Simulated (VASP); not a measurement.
A run of VASP 6.6.1:

INCAR

```
PREC = Accurate ; ENCUT = 600
EDIFF = 1E-7 ; ISMEAR = 1
SIGMA = 0.1 ; LREAL = F
LASPH = T ; NELM = 80
ALGO = Normal ; ISIF = 3
LWAVE = F ; LCHARG = F
GGA = PE ; IBRION = 2
NSW = 60 ; EDIFFG = -0.01
```

KPOINTS

```
Automatic mesh
0
Gamma
  11 11 11
```

POSCAR

```
Be
1.0
   -1.2531209500      1.2531209500      1.2531209500
    1.2531209500     -1.2531209500      1.2531209500
    1.2531209500      1.2531209500     -1.2531209500
Be
1
Direct
    0.0000000000      0.0000000000      0.0000000000
```

Potentials or basis: VASP PAW PBE potentials, release 64 (Be).

Run with:

```console
$ cat potpaw_PBE.64/Be/POTCAR > POTCAR
$ mpirun -np 1 vasp_std > vasp.out
```

Hardware: 1 thread of Intel Xeon 8259CL (shared host).

**Question.** Estimate the wall time of this run.

**Answer.** Run time: 3.7 s on 1 thread of Intel Xeon 8259CL (shared host), peak memory 0.11 GiB. Counts: scf iterations 12, k points 56, ion steps 2.
